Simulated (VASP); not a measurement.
# Ni (Fm-3m) in VASP: further runs, part 3 of 3

VASP 6.6.1.

### Step 5. Single point, PBE, collinear spin, ferromagnetic start

Contents of INCAR:

```
ALGO = Normal
EDIFF = 1E-7
ENCUT = 520
GGA = PE
ISIF = 2
ISMEAR = -1
ISPIN = 2
LASPH = T
LCHARG = F
LMAXMIX = 4
LORBIT = 11
LREAL = F
LWAVE = F
MAGMOM = 1.7
NBANDS = 15
NELM = 150
NUPDOWN = 1.7
PREC = Accurate
SIGMA = 0.05
```

Contents of KPOINTS:

```
k-points
0
Gamma
  15 15 15
```

Contents of POSCAR:

```
Ni
1.0
    0.0000000000      1.7724000000      1.7724000000
    1.7724000000      0.0000000000      1.7724000000
    1.7724000000      1.7724000000      0.0000000000
Ni
1
Direct
    0.0000000000      0.0000000000      0.0000000000
```

Potentials or basis: VASP PAW PBE potentials, release 64 (Ni).

The run is started by

```console
$ cat potpaw_PBE.64/Ni/POTCAR > POTCAR
$ mpirun -np 1 vasp_std > vasp.out
```

OUTCAR:

```text
EDIFF = 1E-7
   ENCUT = 520
   GGA = PE
   ISIF = 2
   ISMEAR = -1
   ISPIN = 2
   LASPH = T
   LORBIT = 11
   LREAL = F
   NELM = 150
   NUPDOWN = 1.7
   PREC = Accurate

 ion  position               nearest neighbor table
   1  0.000  0.000  0.000-

  LATTYP: Found a face centered cubic cell.
 ALAT       =     3.5448000000

  Lattice vectors:

 A1 = (   0.0000000000,   1.7724000000,   1.7724000000)
 A2 = (   1.7724000000,   0.0000000000,   1.7724000000)
 A3 = (   1.7724000000,   1.7724000000,   0.0000000000)

Analysis of symmetry for initial positions (statically):
=====================================================================
 Subroutine PRICEL returns:
 Original cell was already a primitive cell.

 Routine SETGRP: Setting up the symmetry group for a
 face centered cubic supercell.

 Subroutine GETGRP returns: Found 48 space group operations
 (whereof 48 operations were pure point group operations)
 out of a pool of 48 trial point group operations.

The static configuration has the point symmetry O_h .

Analysis of symmetry for dynamics (positions and initial velocities):
=====================================================================
 Subroutine PRICEL returns:
 Original cell was already a primitive cell.

 Routine SETGRP: Setting up the symmetry group for a
 face centered cubic supercell.

 Subroutine GETGRP returns: Found 48 space group operations
 (whereof 48 operations were pure point group operations)
 out of a pool of 48 trial point group operations.

The dynamic configuration has the point symmetry O_h .

Analysis of structural, dynamic, and magnetic symmetry:
=====================================================================
 Subroutine PRICEL returns:
 Original cell was already a primitive cell.

 Routine SETGRP: Setting up the symmetry group for a
 face centered cubic supercell.

 Subroutine GETGRP returns: Found 48 space group operations
 (whereof 48 operations were pure point group operations)
 out of a pool of 48 trial point group operations.

The overall configuration has the point symmetry O_h .

[... 148 lines left out ...]
 Fermi energy:        12.5200432648

 spin component 1

 k-point     1 :       0.0000    0.0000    0.0000
  band No.  band energies     occupation
      1      -0.1247      1.00000
      2       5.6625      1.00000
      3       5.6625      1.00000
      4       5.6625      1.00000
      5       6.7003      1.00000
      6       6.7003      1.00000
      7      32.2671      0.00000
      8      35.9243      0.00000
      9      35.9243      0.00000
     10      35.9243      0.00000
     11      38.6220      0.00000
     12      38.6220      0.00000
     13      38.6220      0.00000
     14      41.8593      0.00000
[... 403 lines left out ...]
      4       6.0141      1.00000
      5       6.4092      1.00000
      6       6.8603      1.00000
      7      28.0057      0.00000
      8      30.5386      0.00000
      9      31.1025      0.00000
     10      33.3618      0.00000
     11      37.4222      0.00000
     12      42.1396      0.00000
     13      43.9247      0.00000
     14      44.4878      0.00000
     15      48.9509      0.00000

 [... further k-points ...]

 spin component 2

 k-point     1 :       0.0000    0.0000    0.0000
  band No.  band energies     occupation
      1       0.4799      1.00000
      2       7.2403      1.00000
      3       7.2403      1.00000
      4       7.2403      1.00000
      5       8.1960      0.99046
      6       8.1960      0.99046
      7      32.8052      0.00000
      8      36.5517      0.00000
      9      36.5517      0.00000
     10      36.5517      0.00000
     11      39.4138      0.00000
     12      39.4138      0.00000
     13      39.4138      0.00000
     14      42.4660      0.00000
[... 403 lines left out ...]
      4       7.6060      1.00000
      5       7.8901      0.99998
      6       8.3719      0.75510
      7      28.7630      0.00000
      8      31.2744      0.00000
      9      31.7783      0.00000
     10      34.0218      0.00000
     11      38.2355      0.00000
     12      42.7948      0.00000
     13      44.5218      0.00000
     14      45.1060      0.00000
     15      49.7390      0.00000

 [... further k-points ...]
[... 5 lines left out ...]
  --------------------------------------------------------------------------------------
  -------------------------------------------------------------------------------------
  Total        0.7942741      0.7942741      0.7942741     -0.0000000     -0.0000000     -0.0000000
  in kB      114.2788213    114.2788213    114.2788213     -0.0000000     -0.0000000     -0.0000000
  external PRESSURE =     114.2788213 kB  Pullay stress =       0.0000000 kB

 VOLUME and BASIS-vectors are now :
 -----------------------------------------------------------------------------
  energy-cutoff  :      520.00
  volume of cell :       11.14
      direct lattice vectors                 reciprocal lattice vectors
     0.000000000  1.772400000  1.772400000    -0.282103363  0.282103363  0.282103363
     1.772400000  0.000000000  1.772400000     0.282103363 -0.282103363  0.282103363
     1.772400000  1.772400000  0.000000000     0.282103363  0.282103363 -0.282103363

 POSITION                                       TOTAL-FORCE (eV/Angst)
 -----------------------------------------------------------------------------------
      0.00000      0.00000      0.00000        -0.000000      0.000000     -0.000000
 -----------------------------------------------------------------------------------
    total drift:                                0.000000      0.000000      0.000000

  FREE ENERGIE OF THE ION-ELECTRON SYSTEM (eV)
  ---------------------------------------------------
  free  energy   TOTEN  =        -4.5168676620 eV

  energy  without entropy=       -4.5068967921  energy(sigma->0) =       -4.51188223

 total charge

# of ion       s       p       d       tot
------------------------------------------
    1        0.522   0.594   8.103   9.218

 magnetization (x)

# of ion       s       p       d       tot
------------------------------------------
    1        0.050   0.152   1.409   1.611
```

It took 23 s on 1 thread of Intel Xeon 6975P-C (Granite Rapids), shared host; peak memory 0.15 GiB.

Results:

* Free energy: -4.5169 eV
* Pressure: 11.4 GPa
* Net moment: 1.70 μB per cell
* Site moments: Ni +1.61 μB
* Valence electrons inside the program's atomic spheres: Ni 9.22

Caveat: the total moment is fixed, so each spin has its own Fermi level.

### Step 6. Single point, PBE, collinear spin, ferromagnetic start

Contents of INCAR:

```
SYSTEM = Ni
  PREC = Accurate
  ENCUT = 520
  EDIFF = 1E-7
  ISMEAR = -1
  SIGMA = 0.05
  LREAL = .FALSE.
  LASPH = .TRUE.
  NELM = 150
  ALGO = Normal
  ISIF = 2
  LWAVE = .FALSE.
  LCHARG = .FALSE.
  ISPIN = 2
  MAGMOM = 0.2
  LORBIT = 11
  LMAXMIX = 4
  GGA = PE
  NBANDS = 15
```

Contents of KPOINTS:

```
regular mesh
0
G
  15 15 15
  0 0 0
```

POSCAR is that of step 5.

Potentials or basis: VASP PAW PBE potentials, release 64 (Ni).

The run is started by

```console
$ cat potpaw_PBE.64/Ni/POTCAR > POTCAR
$ mpirun -np 1 vasp_std > vasp.out
```

Run time: 22 s. Hardware: 1 thread of Intel Xeon 6975P-C (Granite Rapids), shared host; peak memory 0.15 GiB.

The run converged. Its results:

```
Free energy                                           : -5.4755 eV
Pressure                                              : -4.1 GPa
Net moment                                            : 0.65 μB per cell
Site moments                                          : Ni +0.66 μB
Valence electrons inside the program's atomic spheres : Ni 9.27
```

Levels at points of the mesh, in eV from the Fermi level:
Spin up:
| k point | band 1 | band 2 | band 3 | band 4 | band 5 | band 6 | band 7 | band 8 | band 9 | band 10 |
| --- | --- | --- | --- | --- | --- | --- | --- | --- | --- | --- |
| (0.00, 0.00, 0.00) | -8.85 | -2.39 | -2.39 | -2.39 | -1.25 | -1.25 | 23.53 | 27.21 | 27.21 | 27.21 |
Spin down:
| k point | band 3 | band 4 | band 5 | band 6 | band 7 | band 8 |
| --- | --- | --- | --- | --- | --- | --- |
| (0.00, 0.00, 0.00) | -1.61 | -1.61 | -0.64 | -0.64 | 23.36 | 27.19 |

### Step 7. Overview

```csv
fixed moment (μB),pressure (GPa),moment (μB)
0.24,-5.1,0.24
0.73,-3.6,0.73
1.22,1.9,1.22
1.7,11.4,1.70
-,-4.1,0.65
```

Alike in all rows: task single point; level PBE; potentials or basis VASP PAW PBE potentials, release 64 (Ni); spin collinear, ferromagnetic start; cell as given; k mesh 15 × 15 × 15; cutoff (eV) 520; smearing fermi-dirac 0.05 eV.

Caveats: the total moment is fixed, so each spin has its own Fermi level (some runs).

Total energies depend on the potentials used, so only differences within one code and one set of settings carry meaning.
